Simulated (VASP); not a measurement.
# Nb (Fm-3m) in VASP: a series of runs

Nb is run at these levels: PBE, PBE+D3(BJ); tasks: single point.

All numbers are computed with VASP 6.6.1; they aren't measurements. Logs are shortened: lines on timing, memory, paths and dates and some standing lists are left out, and cuts for length are marked.

## (1) The cell of the first run

Symmetry: Fm-3m, No. 225, cubic system. The conventional cell has a = 4.194 Å, b = 4.194 Å, c = 4.194 Å, α = 90.00°, β = 90.00°, γ = 90.00°. Within 3.9 Å of Nb (site symmetry m-3m) lie 12 Nb at 2.97 Å.

## (2) Single point, PBE (volume scaled by 0.975)

File INCAR:

```
SYSTEM = Nb
ALGO = Normal ; EDIFF = 1E-7
ENCUT = 520 ; GGA = PE
ISIF = 2 ; ISMEAR = -1
LASPH = .TRUE. ; LCHARG = .FALSE.
LREAL = .FALSE. ; LWAVE = .FALSE.
NBANDS = 12 ; NELM = 80
PREC = Accurate ; SIGMA = 0.08
```

File KPOINTS:

```
k-points
0
G
  13 13 13
  0 0 0
```

File POSCAR:

```
Nb
1.0
    0.0000000000      2.0972260504      2.0972260504
    2.0972260504      0.0000000000      2.0972260504
    2.0972260504      2.0972260504      0.0000000000
Nb
1
Direct
    0.0000000000      0.0000000000      0.0000000000
```

Potentials or basis: VASP PAW PBE potentials, release 64 (Nb_sv).

Run with:

```bash
$ cat potpaw_PBE.64/Nb_sv/POTCAR > POTCAR
$ mpirun -np 1 vasp_std > vasp.out
```

OUTCAR:

```text
SYSTEM = Nb
   EDIFF = 1E-7
   ENCUT = 520
   GGA = PE
   ISIF = 2
   ISMEAR = -1
   LASPH = .TRUE.
   LREAL = .FALSE.
   NELM = 80
   PREC = Accurate

 ion  position               nearest neighbor table
   1  0.000  0.000  0.000-

  LATTYP: Found a face centered cubic cell.
 ALAT       =     4.1944521008

  Lattice vectors:

 A1 = (   0.0000000000,   2.0972260504,   2.0972260504)
 A2 = (   2.0972260504,   0.0000000000,   2.0972260504)
 A3 = (   2.0972260504,   2.0972260504,   0.0000000000)

Analysis of symmetry for initial positions (statically):
=====================================================================
 Subroutine PRICEL returns:
 Original cell was already a primitive cell.

 Routine SETGRP: Setting up the symmetry group for a
 face centered cubic supercell.

 Subroutine GETGRP returns: Found 48 space group operations
 (whereof 48 operations were pure point group operations)
 out of a pool of 48 trial point group operations.

The static configuration has the point symmetry O_h .

Analysis of symmetry for dynamics (positions and initial velocities):
=====================================================================
 Subroutine PRICEL returns:
 Original cell was already a primitive cell.

 Routine SETGRP: Setting up the symmetry group for a
 face centered cubic supercell.

 Subroutine GETGRP returns: Found 48 space group operations
 (whereof 48 operations were pure point group operations)
 out of a pool of 48 trial point group operations.

The dynamic configuration has the point symmetry O_h .

 Subroutine INISYM returns: Found 48 space group operations
 (whereof 48 operations are pure point group operations),
 and found     1 'primitive' translations

----------------------------------------------------------------------------------------

                                     Primitive cell

  volume of cell :      18.4487

  direct lattice vectors                    reciprocal lattice vectors
     0.000000000  2.097226050  2.097226050    -0.238410161  0.238410161  0.238410161
     2.097226050  0.000000000  2.097226050     0.238410161 -0.238410161  0.238410161
     2.097226050  2.097226050  0.000000000     0.238410161  0.238410161 -0.238410161

  length of vectors
     2.965925524  2.965925524  2.965925524     0.412938512  0.412938512  0.412938512

  position of ions in fractional coordinates (direct lattice)
     0.000000000  0.000000000  0.000000000

  ion indices of the primitive-cell ions
   primitive index   ion index
                 1           1

----------------------------------------------------------------------------------------

 KPOINTS: k-points

Automatic generation of k-mesh.
 Grid dimensions read from file:
 generate k-points for:   13   13   13

 Generating k-lattice:

  Cartesian coordinates                     Fractional coordinates (reciprocal lattice)
    -0.018339243  0.018339243  0.018339243     0.076923077  0.000000000  0.000000000
     0.018339243 -0.018339243  0.018339243     0.000000000  0.076923077  0.000000000
     0.018339243  0.018339243 -0.018339243     0.000000000  0.000000000  0.076923077

  Length of vectors
     0.031764501  0.031764501  0.031764501

  Shift w.r.t. Gamma in fractional coordinates (k-lattice)
     0.000000000  0.000000000  0.000000000

 Subroutine IBZKPT returns following result:
 ===========================================

 Found     84 irreducible k-points:

 Following reciprocal coordinates:
            Coordinates               Weight
  0.000000  0.000000  0.000000      1.000000
  0.076923  0.000000  0.000000      8.000000
  0.153846  0.000000  0.000000      8.000000
  0.230769  0.000000  0.000000      8.000000
  0.307692  0.000000  0.000000      8.000000
  0.384615  0.000000  0.000000      8.000000
[... 16 lines left out ...]
  0.384615  0.153846  0.000000     24.000000
  0.461538  0.153846  0.000000     24.000000
 [... further k-points ...]
   k-points           NKPTS =     84   k-points in BZ     NKDIM =     84   number of bands    NBANDS=     12
   number of dos      NEDOS =    301   number of ions     NIONS =      1
   total plane-waves  NPLWV =  13824
   dimension x,y,z NGX =    24 NGY =   24 NGZ =   24
   dimension x,y,z NGXF=    48 NGYF=   48 NGZF=   48
   ions per type =               1
   NGX,Y,Z   is equivalent  to a cutoff of  13.45, 13.45, 13.45 a.u.
   NGXF,Y,Z  is equivalent  to a cutoff of  26.90, 26.90, 26.90 a.u.
 SYSTEM =  Nb
   PREC   = accura    normal or accurate (medium, high low for compatibility)
   ISTART =      0    job   : 0-new  1-cont  2-samecut
   ICHARG =      2    charge: 1-file 2-atom 10-const
   ISPIN  =      1    spin polarized calculation?
   LNONCOLLINEAR =      F non collinear calculations
   LSORBIT =      F    spin-orbit coupling
   LASPH  =      T    aspherical Exc in radial PAW
   ENCUT  =  520.0 eV  38.22 Ry    6.18 a.u.   5.51  5.51  5.51*2*pi/ulx,y,z
   NELM   =     80;   NELMIN=  2; NELMDL= -5     # of ELM steps
   EDIFF  = 0.1E-06   stopping-criterion for ELM
   LREAL  =      F    real-space projection
   EDIFFG = 0.1E-05   stopping-criterion for IOM
   NSW    =      0    number of steps for IOM
   IBRION =     -1    ionic relax: 0-MD 1-quasi-New 2-CG
   NFREE  =      0    steps in history (QN), initial steepest desc. (CG)
   ISIF   =      2    stress and relaxation
   ISYM   =      2    0-nonsym 1-usesym 2-fastsym
   POTIM  = 0.5000    time-step for ionic-motion
   TEBEG  =    0.0;   TEEND  =   0.0 temperature during run
   PSTRESS=    0.0 pullay stress
   NELECT =      13.0000    total number of electrons
   NUPDOWN=      -1.0000    fix difference up-down
   EMIN   =  10.00;   EMAX   =-10.00  energy-range for DOS
   EFERMI =   0.00;   METHOD = LEGACY
   ISMEAR =    -1;   SIGMA  =   0.08  broadening in eV -4-tet -1-fermi 0-gaus
   EFERMI_NEDOS =   21; number of points for ismear=-14 and -15
   IALGO  =     38    algorithm
   IMIX   =      4    mixing-type and parameters
     AMIX     =   0.40;   BMIX     =  1.00
     AMIX_MAG =   1.60;   BMIX_MAG =  1.00
  volume/ion in A,a.u.               =      18.45       124.50
  Fermi-wavevector in a.u.,A,eV,Ry     =   1.456803  2.752958 28.875288  2.122274
  Thomas-Fermi vector in A             =   2.573678
   LORBIT       =      0    0 simple, 1 ext, 2 COOP (PROOUT), +10 PAW based schemes
   GGA     = PE    functional components
[... 5 lines left out ...]
 non-spin polarized calculation
  energy-cutoff  :      520.00
  volume of cell :       18.45
 maximum number of plane-waves:       531
 NGX is ok and might be reduce to    24
   NGX = 11   NGY = 11   NGZ = 11

 number of electron      13.0000001 magnetization

 Free energy of the ion-electron system (eV)
  ---------------------------------------------------
  ext. energy  EPLUGINS =         0.00000000
  ---------------------------------------------------
  free energy    TOTEN  =        -9.90631093 eV

  energy without entropy =       -9.87352299  energy(sigma->0) =       -9.88991696

 E-fermi :  11.1908     XC(G=0): -12.3801

 val. band max:       11.1791110273   @ k =  -0.3846   0.3077   0.0000
 cond. band min:      11.1916203748   @ k =   0.4615   0.1538   0.0000
 fundamental gap:      0.0125093475
 Fermi energy:        11.1908383282

 k-point     1 :       0.0000    0.0000    0.0000
  band No.  band energies     occupation
      1     -43.5721      2.00000
      2     -18.9268      2.00000
      3     -18.9268      2.00000
      4     -18.9268      2.00000
      5       4.9376      2.00000
      6      11.2969      0.41978
      7      11.2969      0.41977
      8      11.2969      0.41977
      9      13.9528      0.00000
     10      13.9528      0.00000
     11      23.0447      0.00000
     12      27.8976      0.00000

 k-point     2 :       0.0769    0.0000    0.0000
  band No.  band energies     occupation
      1     -43.5604      2.00000
      2     -19.0036      2.00000
      3     -18.9363      2.00000
      4     -18.9363      2.00000
      5       5.1616      2.00000
      6      11.1243      1.39367
      7      11.3989      0.13824
      8      11.3989      0.13824
      9      13.8622      0.00000
     10      13.8622      0.00000
     11      23.4937      0.00000
     12      27.0067      0.00000

 k-point     3 :       0.1538    0.0000    0.0000
  band No.  band energies     occupation
      1     -43.5280      2.00000
      2     -19.2127      2.00000
      3     -18.9623      2.00000
      4     -18.9623      2.00000
      5       5.7755      2.00000
      6      10.7448      1.99245
      7      11.6204      0.00927
      8      11.6204      0.00927
      9      13.7247      0.00000
     10      13.7247      0.00000
     11      24.4759      0.00000
     12      25.7024      0.00000
[... 286 lines left out ...]
 k-point    23 :       0.3846    0.1538    0.0000
  band No.  band energies     occupation
      1     -43.3921      2.00000
      2     -19.8598      2.00000
      3     -19.1697      2.00000
      4     -19.1448      2.00000
      5       7.8490      2.00000
      6       9.9592      2.00000
      7      10.9281      1.92775
      8      12.1903      0.00001
      9      15.0807      0.00000
     10      15.6385      0.00000
     11      23.5258      0.00000
     12      25.9838      0.00000

 k-point    24 :       0.4615    0.1538    0.0000
  band No.  band energies     occupation
      1     -43.3598      2.00000
      2     -20.0238      2.00000
      3     -19.2306      2.00000
      4     -19.1546      2.00000
      5       7.9520      2.00000
      6      10.1630      1.99999
      7      11.1916      0.99511
      8      11.9498      0.00015
      9      16.0392      0.00000
     10      16.4646      0.00000
     11      22.1446      0.00000
     12      24.8170      0.00000

 [... further k-points ...]
[... 5 lines left out ...]
  --------------------------------------------------------------------------------------
  -------------------------------------------------------------------------------------
  Total        0.3267988      0.3267988      0.3267988      0.0000000     -0.0000000     -0.0000000
  in kB       28.3808441     28.3808441     28.3808441      0.0000000     -0.0000000     -0.0000000
  external PRESSURE =      28.3808441 kB  Pullay stress =       0.0000000 kB

 VOLUME and BASIS-vectors are now :
 -----------------------------------------------------------------------------
  energy-cutoff  :      520.00
  volume of cell :       18.45
      direct lattice vectors                 reciprocal lattice vectors
     0.000000000  2.097226050  2.097226050    -0.238410161  0.238410161  0.238410161
     2.097226050  0.000000000  2.097226050     0.238410161 -0.238410161  0.238410161
     2.097226050  2.097226050  0.000000000     0.238410161  0.238410161 -0.238410161

 POSITION                                       TOTAL-FORCE (eV/Angst)
 -----------------------------------------------------------------------------------
      0.00000      0.00000      0.00000         0.000000      0.000000      0.000000
 -----------------------------------------------------------------------------------
    total drift:                                0.000000      0.000000      0.000000

  FREE ENERGIE OF THE ION-ELECTRON SYSTEM (eV)
  ---------------------------------------------------
  free  energy   TOTEN  =        -9.9063109262 eV

  energy  without entropy=       -9.8735229893  energy(sigma->0) =       -9.88991696
```

It took 13 s on 1 thread of Intel Xeon Platinum 8259CL at 2.50GHz (Skylake/Cascade Lake), shared host; peak memory 0.14 GiB.

Results:

```
Free energy : -9.9063 eV
Pressure    : 2.8 GPa
```

Levels at points of the mesh, in eV from the Fermi level:
| k point | band 4 | band 5 | band 6 | band 7 | band 8 | band 9 |
| --- | --- | --- | --- | --- | --- | --- |
| (0.00, 0.00, 0.00) | -30.12 | -6.25 | 0.11 | 0.11 | 0.11 | 2.76 |

Caveat: the cell differs from its parent crystal (volume scaled by 0.975).

## (3) Single point, PBE (volume scaled by 1.025)

File INCAR:

```
SYSTEM = Nb
ALGO     = Normal         ! electronic algorithm
EDIFF    = 1E-6           ! SCF threshold, eV
ENCUT    = 520            ! plane-wave cutoff, eV
GGA      = PE             ! functional
ISIF     = 2              ! what is computed and relaxed
ISMEAR   = -1             ! smearing method
LASPH    = .True.         ! aspherical terms in the spheres
LCHARG   = .True.         ! write CHGCAR
LELF     = .True.         ! ELF
LREAL    = .False.        ! projectors in reciprocal space
LVHAR    = .True.       
LWAVE    = .False.        ! write WAVECAR
NBANDS   = 12             ! bands
NELM     = 100            ! most SCF steps
PREC     = Accurate       ! precision mode
SIGMA    = 0.08           ! smearing width, eV
```

File KPOINTS:

```
k-points
0
Gamma
  13 13 13
  0 0 0
```

File POSCAR:

```
Nb
1.0
    0.0000000000      2.1324801315      2.1324801315
    2.1324801315      0.0000000000      2.1324801315
    2.1324801315      2.1324801315      0.0000000000
Nb
1
Direct
    0.0000000000      0.0000000000      0.0000000000
```

Potentials or basis: VASP PAW PBE potentials, release 64 (Nb_sv).

Run with:

```bash
$ cat potpaw_PBE.64/Nb_sv/POTCAR > POTCAR
$ mpirun -np 1 vasp_std > vasp.out
```

Run time: 14 s. Hardware: 1 thread of Intel Xeon Platinum 8259CL at 2.50GHz (Skylake/Cascade Lake), shared host; peak memory 0.15 GiB.

Results (log left out):

```
Free energy : -9.8990 eV
Pressure    : -5.2 GPa
```

Levels at points of the mesh, in eV from the Fermi level:
| k point | band 2 | band 3 | band 4 | band 5 | band 6 | band 7 | band 8 | band 9 | band 10 | band 11 |
| --- | --- | --- | --- | --- | --- | --- | --- | --- | --- | --- |
| (0.00, 0.00, 0.00) | -30.27 | -30.27 | -30.27 | -6.13 | 0.14 | 0.14 | 0.14 | 2.61 | 2.61 | 11.80 |

Caveat: the cell differs from its parent crystal (volume scaled by 1.025).

## (4) Single point, PBE (volume scaled by 1.05)

File INCAR:

```
ALGO     = Normal         # electronic algorithm
EDIFF    = 1E-6           # SCF threshold, eV
ENCUT    = 520            # plane-wave cutoff, eV
GGA      = PE             # functional
ISIF     = 2              # what is computed and relaxed
ISMEAR   = -1             # smearing method
LASPH    = T              # aspherical terms in the spheres
LCHARG   = F              # write CHGCAR
LREAL    = F              # projectors in reciprocal space
LWAVE    = F              # write WAVECAR
NBANDS   = 12             # bands
NELM     = 60             # most SCF steps
PREC     = Accurate       # precision mode
SIGMA    = 0.08           # smearing width, eV
```

File KPOINTS:

```
k-points
0
Gamma
  13 13 13
```

File POSCAR:

```
Nb
1.0
    0.0000000000      2.1496782947      2.1496782947
    2.1496782947      0.0000000000      2.1496782947
    2.1496782947      2.1496782947      0.0000000000
Nb
1
Direct
    0.0000000000      0.0000000000      0.0000000000
```

Run with:

```bash
$ cat potpaw_PBE.64/Nb_sv/POTCAR > POTCAR
$ mpirun -np 1 vasp_std > vasp.out
```

It took 13 s on 1 thread of Intel Xeon Platinum 8259CL at 2.50GHz (Skylake/Cascade Lake), shared host; peak memory 0.14 GiB.

Results (log left out):

```yaml
Free_energy: -9.8789 eV
Pressure: -8.5 GPa
```

Levels at points of the mesh, in eV from the Fermi level:
```tsv
k point	band 4	band 5	band 6	band 7	band 8	band 9
(0.00, 0.00, 0.00)	-30.34	-6.07	0.15	0.15	0.15	2.54
```

Caveat: the cell differs from its parent crystal (volume scaled by 1.05).

## (5) Single point, PBE+D3(BJ)

This run uses another cell than the first one, of 17.98 Å³/atom, 0.974 times its volume.

File INCAR:

```
PREC = Accurate
ENCUT = 520
EDIFF = 1E-7
ISMEAR = -1
SIGMA = 0.08
LREAL = False
LASPH = True
NELM = 60
ALGO = Normal
ISIF = 2
LWAVE = False
LCHARG = True
GGA = PE
IVDW = 12
LELF = True
LVHAR = True
NBANDS = 12
```

File KPOINTS:

```
regular mesh
0
Gamma
  20 20 20
```

File POSCAR:

```
Nb
1.0
    0.0000000000      2.0791456158      2.0791456158
    2.0791456158      0.0000000000      2.0791456158
    2.0791456158      2.0791456158      0.0000000000
Nb
1
Direct
    0.0000000000      0.0000000000      0.0000000000
```

Run with:

```bash
$ cat potpaw_PBE.64/Nb_sv/POTCAR > POTCAR
$ mpirun -np 1 vasp_std > vasp.out
```

Wall time 34 s (1 thread of Intel Xeon Platinum 8259CL at 2.50GHz (Skylake/Cascade Lake), shared host); peak memory 0.19 GiB.

It converged, with:

| Item | Value |
| --- | --- |
| Free energy | -10.6304 eV |
| Pressure | 0.4 GPa |
| Dispersion energy per atom | -0.738 eV |

Levels at points of the mesh, in eV from the Fermi level:
| k point | band 4 | band 5 | band 6 | band 7 | band 8 | band 9 |
| --- | --- | --- | --- | --- | --- | --- |
| (0.00, 0.00, 0.00) | -30.06 | -6.34 | 0.07 | 0.07 | 0.07 | 2.82 |
| (0.50, 0.00, 0.00) | -30.23 | -4.01 | -0.13 | -0.13 | 1.52 | 4.91 |
| (0.50, 0.50, 0.00) | -30.54 | -4.30 | -3.54 | 3.84 | 4.89 | 5.51 |

Caveat: three body term missing; pairwise dispersion overbinds metals, which lowers pressure and volume.

## (6) Overview

| level | cell | k mesh | gap on the mesh (eV) | pressure (GPa) |
| --- | --- | --- | --- | --- |
| PBE | a = 2.966 Å, angles 60.0°, 1 atom | 13 × 13 × 13 | none | 2.8 |
| PBE | a = 3.016 Å, angles 60.0°, 1 atom | 13 × 13 × 13 | none | -5.2 |
| PBE | a = 3.040 Å, angles 60.0°, 1 atom | 13 × 13 × 13 | none | -8.5 |
| PBE+D3(BJ) | a = 2.940 Å, angles 60.0°, 1 atom | 20 × 20 × 20 | none | 0.4 |

Alike in all rows: task single point; potentials or basis VASP PAW PBE potentials, release 64 (Nb_sv); no spin polarisation; cutoff (eV) 520; smearing fermi-dirac 0.08 eV.

Caveats: three body term missing (some runs); pairwise dispersion overbinds metals, which lowers pressure and volume (some runs).

Total energies depend on the potentials used, so only differences within one code and one set of settings carry meaning.
